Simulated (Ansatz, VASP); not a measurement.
YSe: VASP beside Ansatz

```
CELL_PARAMETERS angstrom
-0.05750 2.84625 2.84625
2.84625 -0.05750 2.84625
2.84625 2.84625 -0.05750
ATOMIC_POSITIONS crystal
Y 0.00000 0.00000 0.00000
Se 0.50000 0.50000 0.50000
```

Change from the starting cell: equal xy, yz and zx shear strains of -2 %, crystal datasets.

Alike in both runs: task electric field gradients; functional LDA; k mesh 7 × 7 × 7; occupations fermi-dirac, width 0.03 eV; no spin polarisation.

|  | VASP | Ansatz |
| --- | --- | --- |
| version | VASP 6.6.1 | Ansatz 0.2.0 |
| potentials or method | VASP PAW LDA potentials, release 64 (Y_sv, Se), cutoff 520 eV | all-electron PAW with datasets made for the crystal, scalar-relativistic |

Ansatz gave:

| Quantity | Value |
| --- | --- |
| pressure (GPa) | -4.6 |
| traceless stress, the component that is largest in VASP (GPa) | 0.29 |
| size of Vzz on the site where it differs most (V/Å²) | 9.5 |

What did VASP give for the same quantities?

Pressure (GPa): -4.5; traceless stress, the component that is largest in VASP (GPa): 0.29; size of Vzz on the site where it differs most (V/Å²): 9.1.

LDA's correlation is that of Perdew and Zunger in VASP and of Perdew and Wang (1992) in Ansatz. Ansatz ran all-electron here, and VASP with PAW potentials.
